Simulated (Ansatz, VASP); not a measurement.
# Two plane-wave programs on Bi

File INCAR:

```
SYSTEM = Bi
PREC = Accurate ; ENCUT = 520
EDIFF = 1E-6 ; ISMEAR = 0
SIGMA = 0.15 ; LREAL = .False.
LASPH = .True. ; NELM = 100
ALGO = Fast ; ISIF = 2
LWAVE = .False. ; LCHARG = .False.
GGA = PE ; IVDW = 12
NBANDS = 14
```

Contents of KPOINTS:

```
Automatic mesh
0
Gamma
  16 16 16
  0 0 0
```

Contents of POSCAR:

```
Bi
1.0
   -1.9937596979      1.9937596979      1.8908875759
    1.9937596979     -1.9937596979      1.8908875759
    1.9937596979      1.9937596979     -1.8908875759
Bi
1
Direct
    0.0000000000      0.0000000000      0.0000000000
```

Input for Ansatz:

```yaml
crystal:
  lattice:
    - [-1.9937596979, 1.9937596979, 1.8908875759]
    - [1.9937596979, -1.9937596979, 1.8908875759]
    - [1.9937596979, 1.9937596979, -1.8908875759]
  atoms:
    - { symbol: Bi, position: [0.0, 0.0, 0.0] }
basis:
  ecutwfc: 420
kpoints:
  mp_grid: { grid: [16, 16, 16] }
hamiltonian:
  xc: pbe
  dispersion: d3bj
scf:
  occupations: { method: gaussian, width: 0.15 }
output:
  forces: true
  stress: true
  eigenvalues: true
```

Change from the starting cell: strain +e along x and -e along y +0.0000, strain +e along z and -e/2 along x and y -0.0350.

Alike in both runs: task single point; functional PBE; dispersion D3(BJ); k mesh 16 × 16 × 16; occupations gaussian, width 0.15 eV; no spin polarisation.

|  | VASP | Ansatz |
| --- | --- | --- |
| version | VASP 6.6.1 | Ansatz 0.2.0 |
| potentials or method | VASP PAW PBE potentials, release 64 (Bi_d), cutoff 520 eV | scalar-relativistic, plane waves, PAW |
| valence electrons in the cell | 15 | 15 |

```csv
,VASP,Ansatz,Ansatz less VASP
gap on the k mesh at the Fermi level (eV),none,none,-
pressure (GPa),0.1,0.2,+0.04
"traceless stress, the component that is largest in VASP (GPa)",0.65,0.66,+0.007
```

A gap of «none» marks a metal or a gap that the smearing closes.

Neither program's run includes spin-orbit coupling.
